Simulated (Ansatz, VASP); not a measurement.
**MgS: VASP beside Ansatz**

Contents of POSCAR:

```
MgS
1.0
    0.0000000000      2.8308768404      2.7742593036
    2.8308768404      0.0000000000      2.7742593036
    2.8308768404      2.8308768404      0.0000000000
Mg S
1 1
Direct
    0.0000000000      0.0000000000      0.0000000000
    0.2500000000      0.2500000000      0.2500000000
```

INCAR.step1

```
SYSTEM = MgS
PREC     = Accurate       ! precision mode
ENCUT    = 520            ! plane-wave cutoff, eV
EDIFF    = 1E-5           ! SCF threshold, eV
ISMEAR   = 0              ! smearing method
SIGMA    = 0.01           ! smearing width, eV
LREAL    = .FALSE.        ! projectors in reciprocal space
LASPH    = .TRUE.         ! aspherical terms in the spheres
NELM     = 60             ! most SCF steps
ALGO     = Normal         ! electronic algorithm
ISIF     = 2              ! what is computed and relaxed
LWAVE    = .TRUE.         ! write WAVECAR
NBANDS   = 11             ! bands
GGA      = PE             ! functional
```

INCAR.step2

```
SYSTEM = MgS
PREC     = Accurate       ! precision mode
ENCUT    = 520            ! plane-wave cutoff, eV
EDIFF    = 1E-6           ! SCF threshold, eV
ISMEAR   = 0              ! smearing method
SIGMA    = 0.01           ! smearing width, eV
LREAL    = .FALSE.        ! projectors in reciprocal space
LASPH    = .TRUE.         ! aspherical terms in the spheres
NELM     = 60             ! most SCF steps
ALGO     = Normal         ! electronic algorithm
ISIF     = 2              ! what is computed and relaxed
LWAVE    = .FALSE.        ! write WAVECAR
LCHARG   = .TRUE.         ! write CHGCAR
GGA      = PE             ! functional
LHFCALC  = .TRUE.         ! exact exchange
HFSCREEN = 0.2079         ! screening, 1/A
PRECFOCK = Normal       
LELF     = .TRUE.         ! ELF
LVHAR    = .TRUE.       
NBANDS   = 11             ! bands
ISTART   = 1
```

File KPOINTS:

```
Automatic mesh
0
G
  6 6 6
  0 0 0
```

Input for Ansatz:

```yaml
crystal:
  lattice:
    - [0.0, 2.8308768404, 2.7742593036]
    - [2.8308768404, 0.0, 2.7742593036]
    - [2.8308768404, 2.8308768404, 0.0]
  atoms:
    - { symbol: Mg, position: [0.0, 0.0, 0.0] }
    - { symbol: S, position: [0.25, 0.25, 0.25] }
kpoints:
  mp_grid: { grid: [6, 6, 6] }
  band_path:
    path:
      - [0.0, 0.0, 0.0]
      - [-0.5, -0.5, 0.0]
      - [-0.375, -0.375, 0.25]
      - [-0.375, 0.0, 0.375]
      - [0.0, 0.0, 0.5]
      - [-0.5, -0.25, 0.25]
    npoints: 1
hamiltonian:
  xc: hse06
scf:
  occupations: { method: fixed }
  n_extra_bands: 4
output:
  forces: true
  stress: true
  eigenvalues: true
```

Change from the starting cell: uniaxial_z strain -2.0%.

Alike in both runs: task single point; functional HSE06; k mesh 6 × 6 × 6; no spin polarisation.

|  | VASP | Ansatz |
| --- | --- | --- |
| version | VASP 6.6.1 | Ansatz 0.2.0 |
| potentials or method | VASP PAW PBE potentials, release 64 (Mg, S) | plane waves, PAW |
| plane-wave cutoff (eV) | 520 | 420 |
| occupations | gaussian, width 0.01 eV | fixed |
| valence electrons in the cell | 8 | 16 |

```csv
,VASP,Ansatz,Ansatz less VASP
gap on the k mesh at the Fermi level (eV),4.58,4.60,+0.016
pressure (GPa),1.1,1.3,+0.17
"traceless stress, the component that is largest in VASP (GPa)",0.27,0.27,-0.004
```

VASP's potentials hold 8 valence electrons a cell and Ansatz's 16, so a difference there can come from the potentials and not from the codes. Ansatz's warnings: stress exchange threshold loose, stress scf threshold loose.
